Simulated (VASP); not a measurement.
# Bi (P6_3/mmc) in VASP: further runs

Bi is run at these levels: PBE; tasks: relaxation of shape and atoms at fixed volume.

All numbers are computed with VASP 6.6.1; they aren't measurements. Logs are shortened: lines on timing, memory, paths and dates and some standing lists are left out, and cuts for length are marked.

## 1. The cell of the first run

It takes space group P6_3/mmc (No. 194, hexagonal). Conventional cell: a = 2.714 Å, b = 2.714 Å, c = 4.474 Å, α = 90.00°, β = 90.00°, γ = 120.00°. Within 3.6 Å of Bi (site symmetry -6m2) lie 12 Bi at 2.71 to 2.73 Å.

This isn't the form of Bi at room conditions, which is rhombohedral.

## 2. Relaxation of shape and atoms at fixed volume, PBE

The input, INCAR:

```
SYSTEM = Bi
ALGO = Normal
EDIFF = 1E-7
EDIFFG = -0.005
ENCUT = 600
GGA = PE
IBRION = 2
ISIF = 4
ISMEAR = -1
LASPH = .TRUE.
LCHARG = .FALSE.
LREAL = .FALSE.
LWAVE = .FALSE.
NELM = 100
NSW = 50
PREC = Accurate
SIGMA = 0.05
```

The input, KPOINTS:

```
k-points
0
G
  14 14 8
  0 0 0
```

The input, POSCAR:

```
Bi
1.0
    2.7137062817      0.0000000000      0.0000000000
   -1.3568531408      2.3501385784      0.0000000000
    0.0000000000      0.0000000000      4.4738995402
Bi
2
Direct
    0.3333333333      0.6666666667      0.2500000000
    0.6666666667      0.3333333333      0.7500000000
```

Potentials or basis: VASP PAW PBE potentials, release 64 (Bi_d).

Run with:

```sh
$ cat potpaw_PBE.64/Bi_d/POTCAR > POTCAR
$ mpirun -np 1 vasp_std > vasp.out
```

OUTCAR:

```text
SYSTEM = Bi
   EDIFF = 1E-7
   EDIFFG = -0.005
   ENCUT = 600
   GGA = PE
   IBRION = 2
   ISIF = 4
   ISMEAR = -1
   LASPH = .TRUE.
   LREAL = .FALSE.
   NELM = 100
   NSW = 50
   PREC = Accurate

 ion  position               nearest neighbor table
   1  0.333  0.667  0.250-   2 2.73   2 2.73   2 2.73   2 2.73   2 2.73   2 2.73   2 3.85   2 3.85
                             2 3.85   2 3.85   2 3.85   2 3.85
   2  0.667  0.333  0.750-   1 2.73   1 2.73   1 2.73   1 2.73   1 2.73   1 2.73   1 3.85   1 3.85
                             1 3.85   1 3.85   1 3.85   1 3.85

  LATTYP: Found a hexagonal cell.
 ALAT       =     2.7137062817
 C/A-ratio  =     1.6486307197

  Lattice vectors:

 A1 = (   2.7137062817,   0.0000000000,   0.0000000000)
 A2 = (  -1.3568531408,   2.3501385784,   0.0000000000)
 A3 = (   0.0000000000,   0.0000000000,   4.4738995402)

Analysis of symmetry for initial positions (statically):
=====================================================================
 Subroutine PRICEL returns:
 Original cell was already a primitive cell.

 Routine SETGRP: Setting up the symmetry group for a
 hexagonal supercell.

 Subroutine GETGRP returns: Found 24 space group operations
 (whereof 12 operations were pure point group operations)
 out of a pool of 24 trial point group operations.

The static configuration has the point symmetry D_3d.
 The point group associated with its full space group is D_6h.

Analysis of symmetry for dynamics (positions and initial velocities):
=====================================================================
 Subroutine PRICEL returns:
 Original cell was already a primitive cell.

 Routine SETGRP: Setting up the symmetry group for a
 hexagonal supercell.

 Subroutine GETGRP returns: Found 24 space group operations
 (whereof 12 operations were pure point group operations)
 out of a pool of 24 trial point group operations.

The dynamic configuration has the point symmetry D_3d.
 The point group associated with its full space group is D_6h.

 Subroutine INISYM returns: Found 24 space group operations
 (whereof 12 operations are pure point group operations),
 and found     1 'primitive' translations

----------------------------------------------------------------------------------------

                                     Primitive cell

  volume of cell :      28.5327

  direct lattice vectors                    reciprocal lattice vectors
     2.713706282  0.000000000  0.000000000     0.368499718  0.212753411  0.000000000
    -1.356853141  2.350138578  0.000000000     0.000000000  0.425506823  0.000000000
[... 98 lines left out ...]
   EMIN   =  10.00;   EMAX   =-10.00  energy-range for DOS
   EFERMI =   0.00;   METHOD = LEGACY
   ISMEAR =    -1;   SIGMA  =   0.05  broadening in eV -4-tet -1-fermi 0-gaus
   EFERMI_NEDOS =   21; number of points for ismear=-14 and -15
   IALGO  =     38    algorithm
   IMIX   =      4    mixing-type and parameters
     AMIX     =   0.40;   BMIX     =  1.00
     AMIX_MAG =   1.60;   BMIX_MAG =  1.00
  volume/ion in A,a.u.               =      14.27        96.27
  Fermi-wavevector in a.u.,A,eV,Ry     =   1.664694  3.145815 37.704546  2.771206
  Thomas-Fermi vector in A             =   2.751193
   LORBIT       =      0    0 simple, 1 ext, 2 COOP (PROOUT), +10 PAW based schemes
   GGA     = PE    functional components
   LHFCALC =     F    Hartree Fock is set to
   AEXX    =    0.0000 exact exchange contribution
   IVDW    =     0    specifies the selected vdW correction
   LEPSILON=     F    determine dielectric tensor
   LRPA    =     F    only Hartree local field effects (RPA)
 conjugate gradient relaxation of ions
 non-spin polarized calculation
  energy-cutoff  :      600.00
  volume of cell :       28.53
 maximum number of plane-waves:       978
 NGX is ok and might be reduce to    24
   NGX = 11   NGY = 11   NGZ = 17

--------------------------------------- Ionic step        1  -------------------------------------------

 number of electron      30.0000010 magnetization

 Free energy of the ion-electron system (eV)
  ---------------------------------------------------
  ext. energy  EPLUGINS =         0.00000000
  ---------------------------------------------------
  free energy    TOTEN  =         6.29051775 eV

  energy without entropy =        6.29996510  energy(sigma->0) =        6.29524142

------------------------ aborting loop because EDIFF is reached ----------------------------------------

  FORCE on cell =-STRESS in cart. coord.  units (eV):
  Direction    XX          YY          ZZ          XY          YZ          ZX
  --------------------------------------------------------------------------------------
  -------------------------------------------------------------------------------------
  Total       48.9546991     48.9546991     46.3537414      0.0000000     -0.0000000      0.0000000
  in kB     2748.9220732   2748.9220733   2602.8721504      0.0000001     -0.0000000      0.0000000
  external PRESSURE =    2700.2387657 kB  Pullay stress =       0.0000000 kB
[... 203 lines left out ...]
--------------------------------------- Ionic step        7  -------------------------------------------

 number of electron      29.9999998 magnetization

 Free energy of the ion-electron system (eV)
  ---------------------------------------------------
  ext. energy  EPLUGINS =         0.00000000
  ---------------------------------------------------
  free energy    TOTEN  =         6.27226261 eV

  energy without entropy =        6.28035154  energy(sigma->0) =        6.27630707

 E-fermi :  22.6285     XC(G=0): -14.6107

 val. band max:       22.5648486873   @ k =   0.0000   0.0000   0.5000
 cond. band min:      22.6436543031   @ k =   0.2143   0.1429   0.5000
 fundamental gap:      0.0788056158
 Fermi energy:        22.6285438814

 k-point     1 :       0.0000    0.0000    0.0000
  band No.  band energies     occupation
      1      -3.5609      2.00000
      2      -2.8983      2.00000
      3      -2.8279      2.00000
      4      -2.8279      2.00000
      5      -2.6718      2.00000
      6      -2.6718      2.00000
[... 505 lines left out ...]
      6      -2.4895      2.00000
[... 11 lines left out ...]
     18      21.7542      2.00000
     19      25.3211      0.00000

 [... further k-points ...]

------------------------ aborting loop because EDIFF is reached ----------------------------------------

  FORCE on cell =-STRESS in cart. coord.  units (eV):
  Direction    XX          YY          ZZ          XY          YZ          ZX
  --------------------------------------------------------------------------------------
  -------------------------------------------------------------------------------------
  Total       48.0392195     48.0392195     48.0426419      0.0000000     -0.0000000     -0.0000000
  in kB     2697.5157281   2697.5157283   2697.7079054      0.0000001     -0.0000000     -0.0000000
  external PRESSURE =    2697.5797873 kB  Pullay stress =       0.0000000 kB
[... 17 lines left out ...]
  FREE ENERGIE OF THE ION-ELECTRON SYSTEM (eV)
  ---------------------------------------------------
  free  energy   TOTEN  =         6.2722626071 eV

  energy  without entropy=        6.2803515377  energy(sigma->0) =        6.27630707

 reached required accuracy - stopping structural energy minimisation
```

OSZICAR:

```text
N       E                     dE             d eps       ncg     rms          rms(c)
DAV:   1     0.318119055251E+03    0.31812E+03   -0.18312E+04  4688   0.281E+03
DAV:   2     0.284526949724E+02   -0.28967E+03   -0.28416E+03  4590   0.540E+02
DAV:   3     0.668679457193E+01   -0.21766E+02   -0.21077E+02  5183   0.161E+02
[... 63 lines left out ...]
DAV:   3     0.627231652518E+01    0.20555E-02   -0.43748E-03  6323   0.122E+00    0.310E-02
DAV:   4     0.627226079817E+01   -0.55727E-04   -0.86966E-04  5126   0.386E-01    0.136E-02
DAV:   5     0.627226267663E+01    0.18785E-05   -0.26603E-05  7450   0.815E-02    0.176E-03
DAV:   6     0.627226259025E+01   -0.86380E-07   -0.11126E-06  5104   0.112E-02    0.105E-03
DAV:   7     0.627226260707E+01    0.16817E-07   -0.31982E-08  2686   0.284E-03
   7 F= 0.62722626E+01 E0= 0.62763071E+01  d E =-.182551E-01
```

CONTCAR:

```text
Bi
   1.00000000000000
     2.7517955951129154    0.0000000000451271    0.0000000000000000
    -1.3758977974666746    2.3831248914662808    0.0000000000000000
     0.0000000000000000   -0.0000000000000000    4.3509046474573552
  Bi
     2
Direct
     0.3333333332999970    0.6666666667000030    0.2500000000000000
     0.6666666667000030    0.3333333332999970    0.7500000000000000

  0.00000000E+00  0.00000000E+00  0.00000000E+00
  0.00000000E+00  0.00000000E+00  0.00000000E+00
```

Wall time 6.8 min (1 thread of Intel Xeon 8259CL, shared host); peak memory 0.2 GiB.

What came out:

```
Free energy               : 6.2723 eV
Energy gained by relaxing : 9.1 meV/atom
Ionic steps               : 7
Pressure after relaxing   : 269.8 GPa
Band gap on the k mesh    : zero (bands 15 and 16 overlap by 12.76 eV)
```

The path:
| step | energy change (eV) | largest force (eV/Å) | pressure (GPa) | volume (Å³) |
| --- | --- | --- | --- | --- |
| 1 | 0.0000 | 0.0000 | 270.02 | 28.53 |
| 2 | -0.0019 | 0.0000 | 269.85 | 28.53 |
| 3 | -0.0176 | 0.0000 | 269.81 | 28.53 |
| 4 | -0.0177 | 0.0000 | 269.80 | 28.53 |
| 5 | -0.0173 | 0.0000 | 269.73 | 28.53 |
| 6 | -0.0180 | 0.0000 | 269.78 | 28.53 |
| 7 | -0.0183 | 0.0000 | 269.76 | 28.53 |

Final structure:
```yaml
crystal:
  lattice:
    - [2.75180, 0.00000, 0.00000]
    - [-1.37590, 2.38312, 0.00000]
    - [0.00000, 0.00000, 4.35090]
  atoms:
    - { symbol: Bi, position: [0.33333, 0.66667, 0.25000] }
    - { symbol: Bi, position: [0.66667, 0.33333, 0.75000] }
```

Levels at points of the mesh, in eV from the Fermi level:
| k point | band 12 | band 13 | band 14 | band 15 | band 16 | band 17 | band 18 | band 19 |
| --- | --- | --- | --- | --- | --- | --- | --- | --- |
| (0.00, 0.00, 0.00) | -12.34 | -12.10 | 6.04 | 6.60 | 6.60 | 7.90 | 8.35 | 10.38 |
| (0.50, 0.00, 0.00) | -13.57 | -5.59 | -5.56 | -4.78 | -1.05 | -0.47 | 5.84 | 6.25 |
| (0.00, 0.00, 0.50) | -20.25 | -0.06 | -0.06 | 6.09 | 6.09 | 7.87 | 7.87 | 7.87 |
| (0.50, 0.00, 0.50) | -12.29 | -10.71 | -10.71 | 2.22 | 2.22 | 3.86 | 3.86 | 5.95 |

Caveat: spin-orbit coupling is left out, which moves the levels of the heavy elements.

## 3. Relaxation of shape and atoms at fixed volume, PBE

This run uses another cell than the first one, of 16.49 Å³/atom.

The input, INCAR:

```
ALGO     = Normal         # electronic algorithm
EDIFF    = 1E-6           # SCF threshold, eV
EDIFFG   = -0.005         # ionic threshold
ENCUT    = 600            # plane-wave cutoff, eV
GGA      = PE             # functional
IBRION   = 2              # ionic algorithm
ISIF     = 4              # what is computed and relaxed
ISMEAR   = -1             # smearing method
LASPH    = T              # aspherical terms in the spheres
LCHARG   = F              # write CHGCAR
LREAL    = F              # projectors in reciprocal space
LWAVE    = F              # write WAVECAR
NELM     = 100            # most SCF steps
NSW      = 50             # ionic steps
PREC     = Accurate       # precision mode
SIGMA    = 0.05           # smearing width, eV
```

The input, KPOINTS:

```
k-points
0
Gamma
  14 14 8
```

The input, POSCAR:

```
Bi
1.0
    2.8476926648      0.0000000000      0.0000000000
   -1.4238463324      2.4661741899      0.0000000000
    0.0000000000      0.0000000000      4.6947936075
Bi
2
Direct
    0.3333333333      0.6666666667      0.2500000000
    0.6666666667      0.3333333333      0.7500000000
```

Potentials or basis: VASP PAW PBE potentials, release 64 (Bi_d).

Run with:

```sh
$ cat potpaw_PBE.64/Bi_d/POTCAR > POTCAR
$ mpirun -np 1 vasp_std > vasp.out
```

Wall time 4.8 min (1 thread of Intel Xeon 8259CL, shared host); peak memory 0.21 GiB.

The run converged. Its results:

| Property | Result |
| --- | --- |
| Free energy | 0.5183 eV |
| Energy gained by relaxing | 4.7 meV/atom |
| Ionic steps | 5 |
| Pressure after relaxing | 157.0 GPa |
| Band gap on the k mesh | zero (bands 15 and 16 overlap by 12.40 eV) |

The path:
| step | energy change (eV) | largest force (eV/Å) | pressure (GPa) | volume (Å³) |
| --- | --- | --- | --- | --- |
| 1 | 0.0000 | 0.0000 | 157.22 | 32.97 |
| 2 | -0.0033 | 0.0000 | 156.60 | 32.97 |
| 3 | -0.0094 | 0.0000 | 156.99 | 32.97 |
| 4 | -0.0094 | 0.0000 | 156.98 | 32.97 |
| 5 | -0.0095 | 0.0000 | 156.99 | 32.97 |

Final structure:
```
CELL_PARAMETERS angstrom
2.86474 0.00000 0.00000
-1.43237 2.48094 0.00000
0.00000 0.00000 4.63907
ATOMIC_POSITIONS crystal
Bi 0.33333 0.66667 0.25000
Bi 0.66667 0.33333 0.75000
```

Levels at points of the mesh, in eV from the Fermi level:
| k point | band 12 | band 13 | band 14 | band 15 | band 16 | band 17 | band 18 | band 19 |
| --- | --- | --- | --- | --- | --- | --- | --- | --- |
| (0.00, 0.00, 0.00) | -12.34 | -10.53 | 6.36 | 6.36 | 7.08 | 8.46 | 8.57 | 9.66 |
| (0.50, 0.00, 0.00) | -12.11 | -5.90 | -5.21 | -4.17 | -0.47 | -0.30 | 5.96 | 6.33 |
| (0.00, 0.00, 0.50) | -18.28 | -0.76 | -0.76 | 7.16 | 7.16 | 7.70 | 7.70 | 7.70 |
| (0.50, 0.00, 0.50) | -11.52 | -9.50 | -9.50 | 2.33 | 2.33 | 3.28 | 3.28 | 6.12 |

Caveat: spin-orbit coupling is left out, which moves the levels of the heavy elements.

The gap in the log of VASP goes by the Fermi energy; the results here count the filled bands.